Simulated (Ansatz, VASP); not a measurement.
## Sr: VASP beside Ansatz

File INCAR:

```
SYSTEM = Sr
PREC = Accurate ; ENCUT = 520
EDIFF = 1E-7 ; ISMEAR = 0
SIGMA = 0.03 ; LREAL = .FALSE.
LASPH = .TRUE. ; NELM = 100
ALGO = Normal ; ISIF = 2
LWAVE = .FALSE. ; LCHARG = .FALSE.
GGA = PE ; IVDW = 12
NBANDS = 11
```

Contents of KPOINTS:

```
Automatic mesh
0
G
  6 6 8
  0 0 0
```

Contents of POSCAR:

```
Sr
1.0
   10.9876299658      0.0000000000      0.0000000000
   -5.4938149829      9.5155666777      0.0000000000
    0.0000000000      0.0000000000      4.7526953032
Sr
1
Direct
    0.0000000000      0.0000000000      0.0000000000
```

Input for Ansatz:

```yaml
crystal:
  lattice:
    - [10.9876299658, 0.0, 0.0]
    - [-5.4938149829, 9.5155666777, 0.0]
    - [0.0, 0.0, 4.7526953032]
  atoms:
    - { symbol: Sr, position: [0.0, 0.0, 0.0] }
basis:
  ecutwfc: 420
kpoints:
  mp_grid: { grid: [6, 6, 8] }
hamiltonian:
  xc: pbe
  dispersion: d3bj
scf:
  occupations: { method: gaussian, width: 0.03 }
output:
  forces: true
  stress: true
  eigenvalues: true
```

Change from the starting cell: strain +0.0750 x Voigt [0, 0, 1, 0, 0, 0], atoms carried along.

Alike in both runs: task single point; functional PBE; dispersion D3(BJ); k mesh 6 × 6 × 8; occupations gaussian, width 0.03 eV; no spin polarisation.

```csv
,VASP,Ansatz
version,VASP 6.6.1,Ansatz 0.2.0
potentials or method,"VASP PAW PBE potentials, release 64 (Sr_sv), cutoff 520 eV","scalar-relativistic, plane waves, PAW"
valence electrons in the cell,10,10
```

```tsv
	VASP	Ansatz	Ansatz less VASP
gap on the k mesh at the Fermi level (eV)	0.46	0.46	-0.006
least direct gap on the mesh (eV)	0.48	0.47	-0.007
pressure (GPa)	0.0	0.0	0.00
```
